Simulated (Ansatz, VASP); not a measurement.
## Two plane-wave programs on TaPb2

Contents of INCAR:

```
SYSTEM = TaPb2
  ALGO = Fast
  EDIFF = 1E-6
  EDIFFG = -0.04
  ENCUT = 600
  GGA = PE
  IBRION = 2
  ISIF = 3
  ISMEAR = 0
  LASPH = .TRUE.
  LCHARG = .FALSE.
  LREAL = .FALSE.
  LWAVE = .FALSE.
  NELM = 100
  NSW = 90
  PREC = Accurate
  SIGMA = 0.1
```

File KPOINTS:

```
k-points
0
G
  6 6 6
  0 0 0
```

File POSCAR:

```
TaPb2
1.0
   -1.9750167216      1.9750167216      4.8449628952
    1.9750167216     -1.9750167216      4.8449628952
    1.9750167216      1.9750167216     -4.8449628952
Ta Pb
1 2
Direct
    0.0000000000      0.0000000000      0.0000000000
    0.6650000000      0.6650000000      0.0000000000
    0.3350000000      0.3350000000      0.0000000000
```

Input for Ansatz:

```yaml
crystal:
  lattice:
    - [-1.9750167216, 1.9750167216, 4.8449628952]
    - [1.9750167216, -1.9750167216, 4.8449628952]
    - [1.9750167216, 1.9750167216, -4.8449628952]
  atoms:
    - { symbol: Ta, position: [0.0, 0.0, 0.0] }
    - { symbol: Pb, position: [0.665, 0.665, 0.0] }
    - { symbol: Pb, position: [0.335, 0.335, 0.0] }
basis:
  ecutwfc: 420
kpoints:
  mp_grid: { grid: [6, 6, 6] }
hamiltonian:
  xc: pbe
scf:
  occupations: { method: gaussian, width: 0.1 }
  lower_state_search: "off"
output:
  forces: true
  stress: true
  eigenvalues: true
relax:
  adjacent_minimum: "off"
  f_tol: 0.04
  max_steps: 70
  cell: { stress_tol: 0.4 }
```

Alike in both runs: task relaxation of cell and atoms; functional PBE; k mesh 6 × 6 × 6; occupations gaussian, width 0.1 eV; no spin polarisation.

|  | VASP | Ansatz |
| --- | --- | --- |
| version | VASP 6.6.1 | Ansatz 0.2.0 |
| potentials or method | VASP PAW PBE potentials, release 64 (Ta_pv, Pb_d), cutoff 600 eV | scalar-relativistic, plane waves, PAW |
| valence electrons in the cell | 39 | 41 |

VASP gave:

- gap on the k mesh at the Fermi level, each at its own relaxed structure (eV): none
- relaxed volume (Å³/atom): 23.62
- relaxed cell length with the largest relative difference (Å): 5.629

Problem. Which values does Ansatz return?

Solution. gap on the k mesh at the Fermi level, each at its own relaxed structure (eV): none; relaxed volume (Å³/atom): 23.61; relaxed cell length with the largest relative difference (Å): 5.630.

A gap of «none» marks a metal or a gap that the smearing closes. VASP's potentials hold 39 valence electrons a cell and Ansatz's 41, so a difference there can come from the potentials and not from the codes.

The k mesh is coarse, so the values compare programs but aren't converged. Neither program's run includes spin-orbit coupling.
